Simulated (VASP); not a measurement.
Wanted: the native input for a VASP 6.6.1 run.

* Task: single point
* Functional: LDA
* Potentials or basis: VASP PAW LDA potentials, release 64 (Os)
* Cutoff: 520 eV
* k mesh: 13 × 13 × 8
* Occupations: gaussian, width 1 eV
* Spin: no spin polarisation
* Dipole correction: no
* Further INCAR settings: ALGO = Normal; EDIFF = 1e-07; NBANDS = 15

The structure of Os lies in POSCAR:

```
Os
1.0
    2.7175247593      0.0000000000      0.0000000000
   -1.3587623796      2.3534454770      0.0000000000
    0.0000000000      0.0000000000      4.2844606214
Os
2
Direct
    0.3333333333      0.6666666667      0.2500000000
    0.6666666667      0.3333333333      0.7500000000
```

These files were run (other wordings do the same):

INCAR

```
ALGO = Normal ; EDIFF = 1E-7
ENCUT = 520 ; ISIF = 2
ISMEAR = 0 ; LASPH = T
LCHARG = T ; LELF = T
LREAL = F ; LVHAR = T
LWAVE = F ; NBANDS = 15
NELM = 60 ; PREC = Accurate
SIGMA = 1.0
```

KPOINTS

```
k-points
0
Gamma
  13 13 8
```

Potentials or basis: VASP PAW LDA potentials, release 64 (Os).

Command:

```sh
$ cat potpaw_LDA.64/Os/POTCAR > POTCAR
$ mpirun -np 1 vasp_std > vasp.out
```

Results of the run:

```yaml
Pressure: 3.9 GPa
Band_gap_on_the_k_mesh: zero (band 8 reaches 11.86 eV, above the bottom of band 9 at 7.91 eV)
```

Caveat: spin-orbit coupling is left out, which moves the levels of the heavy elements.

Wall time 31 s on 1 thread of Intel(R) Xeon(R) Platinum 8259CL CPU @ 2.50GHz (Skylake/Cascade Lake), with other jobs on the host, peak memory 0.15 GiB.
